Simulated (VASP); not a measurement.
## BN: dielectric tensor with r2SCAN

The system is BN.

```xyz
2
Lattice="0.0000 1.7326 1.7326 1.7326 0.0000 1.7326 1.7326 1.7326 0.0000" Properties=species:S:1:pos:R:3 pbc="T T T"
B     0.0000    0.0000    0.0000
N     0.8663    0.8663    0.8663
```

This cell differs from its parent crystal: strain -4.0%.

```json
{
  "Program": "VASP 6.6.1",
  "Task": "dielectric tensor",
  "Functional": "r2SCAN",
  "Potentials or basis": "VASP PAW PBE potentials, release 64 (B, N)",
  "Cutoff": "520 eV",
  "k mesh": "10 × 10 × 10",
  "Occupations": "gaussian, width 0.01 eV",
  "Spin": "no spin polarisation",
  "Dipole correction": "no",
  "Further INCAR settings": "ALGO = Normal; EDIFF = 1e-08"
}
```

* Band gap on the k mesh: 5.12 eV (least direct gap 10.15 eV)
* Electronic dielectric tensor (diagonal): 4.41
* Born charges (mean of the diagonal): B +1.96; N -1.96 e

Levels at points of the mesh, in eV from the valence-band top:
```csv
k point,band 1,band 2,band 3,band 4,band 5,band 6,band 7,band 8
"(0.00, 0.00, 0.00)",-22.84,0.00,0.00,0.00,10.15,10.15,10.15,13.33
"(0.50, 0.00, 0.00)",-17.90,-12.34,-2.28,-2.28,12.18,12.18,12.57,17.79
"(0.50, 0.50, 0.00)",-16.30,-10.22,-5.78,-5.78,5.12,10.56,21.38,21.38
```

Electronic dielectric tensor:
```
4.41 0.00 0.00
0.00 4.41 0.00
0.00 0.00 4.41
```

Born effective charge tensors (e):
atom 1, B
```
1.96 0.00 0.00
0.00 1.96 0.00
0.00 0.00 1.96
```
atom 2, N
```
-1.96  0.00  0.00
 0.00 -1.96  0.00
 0.00  0.00 -1.96
```

Dipole moments of the cell (e·Å, modulo the quantum): ionic 4.332, 4.332, 4.332; electronic 0.002, 0.002, 0.004

Run time: 7.2 min on 1 thread of Intel(R) Xeon(R) 6975P-C (Granite Rapids), with other jobs on the host, peak memory 0.22 GiB.

Caveat: the cell differs from its parent crystal (strain -4.0%). A k mesh can miss the band edges.
